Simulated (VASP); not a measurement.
# Si5N (P6/mmm) in VASP: a series of runs

The runs below take Si5N through single point, relaxation of cell and atoms, with PBE.

Everything below comes from runs of VASP 6.6.1. Logs are shortened: lines on timing, memory, paths and dates and some standing lists are left out, and cuts for length are marked.

### 1 The cell of the first run

The structure is hexagonal, space group P6/mmm (No. 191). Conventional cell: a = 4.759 Å, b = 4.759 Å, c = 4.658 Å, α = 90.00°, β = 90.00°, γ = 120.00°. Si (site symmetry mmm) has 8 Si at 2.38 to 2.70 Å within 3.1 Å. Within 3.6 Å of Si (site symmetry -6m2) lie 9 Si at 2.70 to 2.75 Å and 3 N at 2.75 Å. Within 3.6 Å of N (site symmetry 6/mmm) lie 18 Si at 2.75 to 3.33 Å.

The cell was built from a structure type or drawn by symmetry, and may not be a known phase.

### 2 Single point, PBE, collinear spin, ferromagnetic start

The input, INCAR:

```
SYSTEM = Si5N
ALGO     = Normal         ! electronic algorithm
EDIFF    = 1E-6           ! SCF threshold, eV
ENCUT    = 520            ! plane-wave cutoff, eV
GGA      = PE             ! functional
ISIF     = 2              ! what is computed and relaxed
ISMEAR   = 0              ! smearing method
ISPIN    = 2              ! spin polarisation
LASPH    = .True.         ! aspherical terms in the spheres
LCHARG   = .True.         ! write CHGCAR
LELF     = .True.         ! ELF
LORBIT   = 11             ! projections on sites
LREAL    = .False.        ! projectors in reciprocal space
LVHAR    = .True.       
LWAVE    = .False.        ! write WAVECAR
MAGMOM   = 0 0 0 0 0 1    ! initial moments
NBANDS   = 26             ! bands
NELM     = 150            ! most SCF steps
PREC     = Accurate       ! precision mode
SIGMA    = 0.1            ! smearing width, eV
```

The input, KPOINTS:

```
k-points
0
Gamma
  6 6 4
  0 0 0
```

The input, POSCAR:

```
Si5N
1.0
    4.7592133206      0.0000000000      0.0000000000
   -2.3796066603      4.1215996377      0.0000000000
    0.0000000000      0.0000000000      4.6576637032
Si N
5 1
Direct
    0.5000000000      0.0000000000      0.5000000000
    0.5000000000      0.5000000000      0.5000000000
    0.0000000000      0.5000000000      0.5000000000
    0.3333333333      0.6666666667      0.0000000000
    0.6666666667      0.3333333333      0.0000000000
    0.0000000000      0.0000000000      0.0000000000
```

Potentials or basis: VASP PAW PBE potentials, release 64 (Si, N).

On the command line:

```
> cat potpaw_PBE.64/Si/POTCAR potpaw_PBE.64/N/POTCAR > POTCAR
> mpirun -np 1 vasp_std > vasp.out
```

OUTCAR:

```text
SYSTEM = Si5N
   EDIFF = 1E-6
   ENCUT = 520
   GGA = PE
   ISIF = 2
   ISMEAR = 0
   ISPIN = 2
   LASPH = .True.
   LORBIT = 11
   LREAL = .False.
   NELM = 150
   PREC = Accurate

 ion  position               nearest neighbor table
   1  0.500  0.000  0.500-   2 2.38   3 2.38   2 2.38   3 2.38   4 2.70   5 2.70   4 2.70   5 2.70

   2  0.500  0.500  0.500-   3 2.38   3 2.38   1 2.38   1 2.38   4 2.70   5 2.70   4 2.70   5 2.70

   3  0.000  0.500  0.500-   2 2.38   2 2.38   1 2.38   1 2.38   4 2.70   5 2.70   4 2.70   5 2.70

   4  0.333  0.667  0.000-   3 2.70   3 2.70   1 2.70   1 2.70   2 2.70   2 2.70   5 2.75   5 2.75
                             5 2.75
   5  0.667  0.333  0.000-   3 2.70   3 2.70   1 2.70   1 2.70   2 2.70   2 2.70   4 2.75   4 2.75
                             4 2.75
   6  0.000  0.000  0.000-

  LATTYP: Found a hexagonal cell.
 ALAT       =     4.7592133206
 C/A-ratio  =     0.9786625203

  Lattice vectors:

 A1 = (   4.7592133206,   0.0000000000,   0.0000000000)
 A2 = (  -2.3796066603,   4.1215996377,   0.0000000000)
 A3 = (   0.0000000000,   0.0000000000,   4.6576637032)

Analysis of symmetry for initial positions (statically):
=====================================================================
 Subroutine PRICEL returns:
 Original cell was already a primitive cell.

 Routine SETGRP: Setting up the symmetry group for a
 hexagonal supercell.

 Subroutine GETGRP returns: Found 24 space group operations
 (whereof 24 operations were pure point group operations)
 out of a pool of 24 trial point group operations.

The static configuration has the point symmetry D_6h.

Analysis of symmetry for dynamics (positions and initial velocities):
=====================================================================
 Subroutine PRICEL returns:
 Original cell was already a primitive cell.

 Routine SETGRP: Setting up the symmetry group for a
 hexagonal supercell.

 Subroutine GETGRP returns: Found 24 space group operations
 (whereof 24 operations were pure point group operations)
 out of a pool of 24 trial point group operations.

The dynamic configuration has the point symmetry D_6h.

Analysis of structural, dynamic, and magnetic symmetry:
=====================================================================
 Subroutine PRICEL returns:
 Original cell was already a primitive cell.

 Routine SETGRP: Setting up the symmetry group for a
 hexagonal supercell.

 Subroutine GETGRP returns: Found 24 space group operations
 (whereof 24 operations were pure point group operations)
 out of a pool of 24 trial point group operations.

The overall configuration has the point symmetry D_6h.

 Subroutine INISYM returns: Found 24 space group operations
 (whereof 24 operations are pure point group operations),
 and found     1 'primitive' translations

----------------------------------------------------------------------------------------

                                     Primitive cell

  volume of cell :      91.3627

  direct lattice vectors                    reciprocal lattice vectors
     4.759213321  0.000000000  0.000000000     0.210118760  0.121312122  0.000000000
    -2.379606660  4.121599638  0.000000000     0.000000000  0.242624245  0.000000000
     0.000000000  0.000000000  4.657663703     0.000000000  0.000000000  0.214699915

  length of vectors
     4.759213321  4.759213321  4.657663703     0.242624245  0.242624245  0.214699915

  position of ions in fractional coordinates (direct lattice)
     0.500000000  0.000000000  0.500000000
     0.500000000  0.500000000  0.500000000
     1.000000000  0.500000000  0.500000000
     0.333333333  0.666666667  0.000000000
     0.666666667  0.333333333  0.000000000
     0.000000000  0.000000000  0.000000000

  ion indices of the primitive-cell ions
   primitive index   ion index
                 1           1
                 2           2
                 3           3
                 4           4
                 5           5
                 6           6

----------------------------------------------------------------------------------------

 KPOINTS: k-points

Automatic generation of k-mesh.
 Grid dimensions read from file:
 generate k-points for:    6    6    4

 Generating k-lattice:

  Cartesian coordinates                     Fractional coordinates (reciprocal lattice)
     0.035019793  0.020218687  0.000000000     0.166666667  0.000000000  0.000000000
     0.000000000  0.040437374  0.000000000     0.000000000  0.166666667  0.000000000
     0.000000000  0.000000000  0.053674979     0.000000000  0.000000000  0.250000000

  Length of vectors
     0.040437374  0.040437374  0.053674979

  Shift w.r.t. Gamma in fractional coordinates (k-lattice)
     0.000000000  0.000000000  0.000000000

 Subroutine IBZKPT returns following result:
 ===========================================

 Found     21 irreducible k-points:

 Following reciprocal coordinates:
            Coordinates               Weight
[... 69 lines left out ...]
  ---------------------------------------------------
  ext. energy  EPLUGINS =         0.00000000
  ---------------------------------------------------
  free energy    TOTEN  =       -28.45944948 eV

  energy without entropy =      -28.44606876  energy(sigma->0) =      -28.45275912

 E-fermi :   7.4638     XC(G=0): -10.5440

 val. band max:        7.4534792400   @ k =   0.3333   0.0000   0.2500
 cond. band min:       7.4767252972   @ k =   0.1667   0.1667   0.0000
 fundamental gap:      0.0232460573
 Fermi energy:         7.4638082103

 spin component 1

 k-point     1 :       0.0000    0.0000    0.0000
  band No.  band energies     occupation
      1      -7.1393      1.00000
      2      -4.7027      1.00000
      3      -0.1911      1.00000
      4       0.9463      1.00000
      5       1.0659      1.00000
      6       2.0970      1.00000
[... 16 lines left out ...]
     23      13.4828      0.00000
     24      17.5932      0.00000

 k-point     2 :       0.1667    0.0000    0.0000
  band No.  band energies     occupation
      1      -6.9819      1.00000
      2      -4.7175      1.00000
      3      -1.1603      1.00000
      4       1.0064      1.00000
      5       1.1419      1.00000
      6       1.5058      1.00000
[... 505 lines left out ...]
 k-point    21 :       0.3333    0.3333    0.5000
  band No.  band energies     occupation
      1      -6.1557      1.00000
      2      -3.1350      1.00000
      3      -3.1350      1.00000
      4      -1.6594      1.00000
      5      -1.6594      1.00000
      6       0.6759      1.00000
[... 16 lines left out ...]
     23      14.0386      0.00000
     24      14.1044      0.00000
 Fermi energy:         7.4638082103

 spin component 2

 k-point     1 :       0.0000    0.0000    0.0000
  band No.  band energies     occupation
      1      -6.4241      1.00000
      2      -3.2334      1.00000
      3      -0.1406      1.00000
      4       1.0837      1.00000
      5       1.2860      1.00000
      6       2.1464      1.00000
[... 16 lines left out ...]
     23      14.0445      0.00000
     24      17.7074      0.00000

 k-point     2 :       0.1667    0.0000    0.0000
  band No.  band energies     occupation
      1      -6.2161      1.00000
      2      -3.2903      1.00000
      3      -1.1045      1.00000
      4       1.1945      1.00000
      5       1.2735      1.00000
      6       1.6357      1.00000
[... 505 lines left out ...]
 k-point    21 :       0.3333    0.3333    0.5000
  band No.  band energies     occupation
      1      -4.0334      1.00000
      2      -3.0813      1.00000
      3      -3.0813      1.00000
      4      -1.5679      1.00000
      5      -1.5679      1.00000
      6       0.8322      1.00000
[... 16 lines left out ...]
     23      14.1297      0.00000
     24      14.1518      0.00000
 [bands above 24 left out]

------------------------ aborting loop because EDIFF is reached ----------------------------------------

  FORCE on cell =-STRESS in cart. coord.  units (eV):
  Direction    XX          YY          ZZ          XY          YZ          ZX
  --------------------------------------------------------------------------------------
  -------------------------------------------------------------------------------------
  Total       -0.0298043     -0.0298043      0.0191989      0.0000000      0.0000000      0.0000000
  in kB       -0.5226607     -0.5226607      0.3366811      0.0000000      0.0000000      0.0000000
  external PRESSURE =      -0.2362134 kB  Pullay stress =       0.0000000 kB

 VOLUME and BASIS-vectors are now :
 -----------------------------------------------------------------------------
  energy-cutoff  :      520.00
  volume of cell :       91.36
      direct lattice vectors                 reciprocal lattice vectors
     4.759213321  0.000000000  0.000000000     0.210118760  0.121312122  0.000000000
    -2.379606660  4.121599638  0.000000000     0.000000000  0.242624245  0.000000000
     0.000000000  0.000000000  4.657663703     0.000000000  0.000000000  0.214699915

 POSITION                                       TOTAL-FORCE (eV/Angst)
 -----------------------------------------------------------------------------------
      2.37961      0.00000      2.32883        -0.000000     -0.000000     -0.000000
      1.18980      2.06080      2.32883        -0.000000     -0.000000     -0.000000
     -1.18980      2.06080      2.32883        -0.000000     -0.000000     -0.000000
     -0.00000      2.74773      0.00000        -0.000000     -0.000000     -0.000000
      2.37961      1.37387      0.00000         0.000000      0.000000      0.000000
      0.00000      0.00000      0.00000        -0.000000     -0.000000     -0.000000
 -----------------------------------------------------------------------------------
    total drift:                                0.000000     -0.000000     -0.000000

  FREE ENERGIE OF THE ION-ELECTRON SYSTEM (eV)
  ---------------------------------------------------
  free  energy   TOTEN  =       -28.4594494807 eV

  energy  without entropy=      -28.4460687597  energy(sigma->0) =      -28.45275912

 total charge

# of ion       s       p       d       tot
------------------------------------------
    1        0.813   0.820   0.000   1.633
    2        0.813   0.820   0.000   1.633
    3        0.813   0.820   0.000   1.633
    4        0.841   0.655   0.000   1.496
    5        0.841   0.655   0.000   1.496
    6        1.347   2.012   0.000   3.359
--------------------------------------------------
tot          5.468   5.783   0.000  11.251

 magnetization (x)

# of ion       s       p       d       tot
------------------------------------------
    1        0.002   0.021   0.000   0.024
    2        0.002   0.021   0.000   0.024
    3        0.002   0.021   0.000   0.024
    4        0.012  -0.000   0.000   0.012
    5        0.012  -0.000   0.000   0.012
    6        0.026   1.054   0.000   1.080
--------------------------------------------------
tot          0.058   1.117   0.000   1.175
```

Run time: 2.7 min. Hardware: 1 thread of Intel Xeon 8259CL, shared host; peak memory 0.27 GiB.

Results:

```yaml
Free_energy: -28.4594 eV
Pressure: 0.0 GPa
Net_moment: 1.72 μB per cell
Site_moments: Si +0.02, +0.01 (each value once); N +1.08 μB
Valence_electrons_inside_the_program's_atomic_spheres: Si 1.63, 1.50 (each value once); N 3.36
```

### 3 Relaxation of cell and atoms, PBE, collinear spin, ferromagnetic start

This run uses another cell than the first one, of 14.58 Å³/atom.

The input, INCAR:

```
PREC = Accurate
ENCUT = 600
EDIFF = 1E-6
ISMEAR = 0
SIGMA = 0.1
LREAL = False
LASPH = True
NELM = 150
ALGO = Normal
ISIF = 3
LWAVE = False
LCHARG = False
ISPIN = 2
MAGMOM = 0 0 0 0 0 1
LORBIT = 11
GGA = PE
IBRION = 2
NSW = 90
EDIFFG = -0.04
```

The input, KPOINTS:

```
Automatic mesh
0
Gamma
  6 6 4
```

The input, POSCAR:

```
Si5N
1.0
    4.9788599800      0.0000000000      0.0000000000
   -2.4894299900      4.3118192300      0.0000000000
    0.0000000000      0.0000000000      4.0756024100
Si N
5 1
Direct
    0.5000000000      0.0000000000      0.5000000000
    0.5000000000      0.5000000000      0.5000000000
    0.0000000000      0.5000000000      0.5000000000
    0.3333333300      0.6666666700      0.0000000000
    0.6666666700      0.3333333300      0.0000000000
    0.0000000000      0.0000000000      0.0000000000
```

Potentials or basis: VASP PAW PBE potentials, release 64 (Si, N).

On the command line:

```
> cat potpaw_PBE.64/Si/POTCAR potpaw_PBE.64/N/POTCAR > POTCAR
> mpirun -np 1 vasp_std > vasp.out
```

Run time: 10 min. Hardware: 1 thread of Intel Xeon 8259CL, shared host; peak memory 0.29 GiB.

It converged, with:

* Free energy: -28.4596 eV
* Relaxed volume: 15.25 Å³/atom
* Relaxed cell: a = 4.764 Å, b = 4.764 Å, c = 4.654 Å, α = 90.00°, β = 90.00°, γ = 120.00°
* Space group after relaxing (to 0.1 Å): P6/mmm (No. 191)
* Energy gained by relaxing: 98.5 meV/atom
* Ionic steps: 9
* Pressure after relaxing: -0.2 GPa
* Net moment: 1.73 μB per cell
* Site moments: Si +0.02, +0.01 (each value once); N +1.08 μB
* Valence electrons inside the program's atomic spheres: Si 1.63, 1.50 (each value once); N 3.35

Stress tensor (GPa, compression positive):
```
-0.27  0.00  0.00
 0.00 -0.27  0.00
 0.00  0.00  0.07
```

The path:
```tsv
step	energy change (eV)	largest force (eV/Å)	pressure (GPa)	volume (Å³)
1	0.0000	0.0000	4.61	87.49
2	-0.3374	0.0000	-0.67	92.80
3	-0.3921	0.0000	-4.86	98.44
4	-0.4004	0.0000	-4.22	97.31
5	-0.5751	0.0000	-1.97	93.72
6	-0.5819	0.0000	-1.50	93.12
7	-0.5824	0.0000	-1.35	92.93
8	-0.5904	0.0000	0.14	91.15
9	-0.5909	0.0000	-0.15	91.49
```

Final structure:
```cif
data_structure
_symmetry_space_group_name_H-M 'P 1'
_symmetry_Int_Tables_number 1
_cell_length_a 4.7643
_cell_length_b 4.7643
_cell_length_c 4.6539
_cell_angle_alpha 90.000
_cell_angle_beta 90.000
_cell_angle_gamma 120.000
_cell_volume 91.49
loop_
_atom_site_label
_atom_site_type_symbol
_atom_site_fract_x
_atom_site_fract_y
_atom_site_fract_z
_atom_site_occupancy
Si1 Si 0.50000 0.00000 0.50000 1
Si2 Si 0.50000 0.50000 0.50000 1
Si3 Si 0.00000 0.50000 0.50000 1
Si4 Si 0.33333 0.66667 0.00000 1
Si5 Si 0.66667 0.33333 0.00000 1
N1 N 0.00000 0.00000 0.00000 1
```

Levels at points of the mesh, in eV from the Fermi level:
Spin up:
| k point | band 12 | band 13 | band 14 | band 15 | band 16 | band 17 |
| --- | --- | --- | --- | --- | --- | --- |
| (0.00, 0.00, 0.00) | -1.01 | -0.87 | -0.62 | 0.77 | 1.17 | 1.17 |
| (0.50, 0.00, 0.00) | -0.95 | 0.36 | 0.51 | 1.05 | 1.15 | 1.89 |
| (0.00, 0.00, 0.50) | -2.43 | -2.43 | -2.27 | 1.07 | 1.34 | 4.38 |
| (0.50, 0.00, 0.50) | -0.06 | 1.49 | 1.64 | 2.26 | 2.78 | 3.66 |
Spin down:
```csv
k point,band 9,band 10,band 11,band 12,band 13,band 14,band 15,band 16
"(0.00, 0.00, 0.00)",-3.65,-0.84,-0.58,-0.08,-0.08,0.83,0.97,1.21
"(0.50, 0.00, 0.00)",-3.76,-1.42,0.07,0.26,0.56,0.99,1.08,1.74
"(0.00, 0.00, 0.50)",-3.34,-2.39,-2.39,-2.24,-2.24,-0.20,1.14,1.38
"(0.50, 0.00, 0.50)",0.09,0.24,0.92,1.13,1.55,1.69,2.33,2.98
```

Caveat: the k points lie up to 0.34 Å⁻¹ apart in the final cell.

### 4 Single point, PBE, collinear spin, ferromagnetic start

The input, INCAR:

```
SYSTEM = Si5N
ALGO = Normal
EDIFF = 1E-6
ENCUT = 520
GGA = PE
ISIF = 2
ISMEAR = 0
ISPIN = 2
LASPH = .True.
LCHARG = .False.
LORBIT = 11
LREAL = .False.
LWAVE = .False.
MAGMOM = 0 0 0 0 0 1.6
NBANDS = 26
NELM = 150
PREC = Accurate
SIGMA = 0.1
```

The input, KPOINTS:

```
k-points
0
Gamma
  12 12 8
  0 0 0
```

The input, POSCAR:

```
Si5N
1.0
    4.7261991024      0.0000000000      0.0000000000
   -2.3630995512      4.0930084860      0.0000000000
    0.0000000000      0.0000000000      4.7223806513
Si N
5 1
Direct
    0.5000000000      0.0000000000      0.5000000000
    0.5000000000      0.5000000000      0.5000000000
    0.0000000000      0.5000000000      0.5000000000
    0.3333333333      0.6666666667      0.0000000000
    0.6666666667      0.3333333333      0.0000000000
    0.0000000000      0.0000000000      0.0000000000
```

On the command line:

```
> cat potpaw_PBE.64/Si/POTCAR potpaw_PBE.64/N/POTCAR > POTCAR
> mpirun -np 1 vasp_std > vasp.out
```

It took 4.1 min on 1 thread of Intel Xeon Platinum 8488C (Sapphire Rapids), shared host; peak memory 0.44 GiB.

It converged, with:

* Free energy: -28.4420 eV
* Pressure: -0.1 GPa
* Net moment: 1.40 μB per cell
* Site moments: Si +0.01, +0.00 (each value once); N +0.95 μB
* Valence electrons inside the program's atomic spheres: Si 1.64, 1.49 (each value once); N 3.36

Levels at points of the mesh, in eV from the Fermi level:
Spin up:
```csv
k point,band 9,band 10,band 11,band 12,band 13,band 14,band 15,band 16,band 17,band 18
"(0.00, 0.00, 0.00)",-4.09,-1.39,-1.04,-1.04,-0.96,-0.53,0.62,0.62,1.25,1.25
"(0.50, 0.00, 0.00)",-4.03,-2.32,-1.80,-0.73,0.46,0.55,1.17,1.32,1.95,4.22
"(0.00, 0.00, 0.50)",-3.28,-3.25,-3.25,-2.47,-2.47,-2.19,0.83,0.95,4.37,4.63
"(0.50, 0.00, 0.50)",-1.16,-1.08,-0.22,0.12,1.53,1.69,2.01,2.48,2.81,3.33
```
Spin down:
```
           k point  band 9  band 10  band 11  band 12  band 13  band 14  band 15  band 16
(0.00, 0.00, 0.00)   -3.66    -0.98    -0.52    -0.30    -0.30     0.65     0.65     0.92
(0.50, 0.00, 0.00)   -3.90    -1.66     0.01     0.32     0.56     1.02     1.18     1.74
(0.00, 0.00, 0.50)   -3.26    -2.44    -2.44    -2.33    -2.33    -0.32     0.90     0.96
(0.50, 0.00, 0.50)    0.08     0.22     0.88     1.04     1.55     1.72     2.04     2.69
```

### 5 The runs side by side

| task | cell | k mesh | cutoff (eV) | gap on the mesh (eV) | pressure (GPa) | moment (μB) |
| --- | --- | --- | --- | --- | --- | --- |
| single point | a = 4.759, b = 4.759, c = 4.658 Å, angles 90.0, 90.0, 120.0°, 6 atoms | 6 × 6 × 4 | 520 | none | 0.0 | 1.72 |
| relaxation of cell and atoms | relaxed from a = 4.979, b = 4.979, c = 4.076 Å, angles 90.0, 90.0, 120.0°, 6 atoms | 6 × 6 × 4 | 600 | none | -0.2 | 1.73 |
| single point | a = 4.726, b = 4.726, c = 4.722 Å, angles 90.0, 90.0, 120.0°, 6 atoms | 12 × 12 × 8 | 520 | none | -0.1 | 1.40 |

Alike in all rows: level PBE; potentials or basis VASP PAW PBE potentials, release 64 (Si, N); spin collinear, ferromagnetic start; smearing gaussian 0.1 eV.

Caveats: some runs use coarse meshes.

Total energies depend on the potentials used, so only differences within one code and one set of settings carry meaning.
